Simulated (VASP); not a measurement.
SiC, 2 atoms in the cell. Symmetry: F-43m, No. 216, cubic system. The conventional cell has a = 4.380 Å, b = 4.380 Å, c = 4.380 Å, α = 90.00°, β = 90.00°, γ = 90.00°. Within 2.5 Å of Si (site symmetry -43m) lie 4 C at 1.90 Å. C (site symmetry -43m) has 4 Si at 1.90 Å within 2.5 Å. 

| Property | Result |
| --- | --- |
| Program | VASP 6.6.1 |
| Task | single point |
| Functional | PBE |
| Potentials or basis | VASP PAW PBE potentials, release 64 (Si, C) |
| Cutoff | 520 eV |
| k mesh | 14 × 14 × 14 |
| Occupations | gaussian, width 0.05 eV |
| Spin | no spin polarisation |
| Dipole correction | no |
| Further INCAR settings | ALGO = Normal; EDIFF = 1e-06; NBANDS = 11 |

Potentials or basis: VASP PAW PBE potentials, release 64 (Si, C).

The run is started by

```bash
$ cat potpaw_PBE.64/Si/POTCAR potpaw_PBE.64/C/POTCAR > POTCAR
$ mpirun -np 1 vasp_std > vasp.out
```

Hardware: 1 thread of AMD EPYC 7R13, with other jobs on the host.

Problem. How long does it take, and how much memory?

Solution. Wall time 29 s on 1 thread of AMD EPYC 7R13, with other jobs on the host, peak memory 0.12 GiB. Counts: scf iterations 12, k points 104.
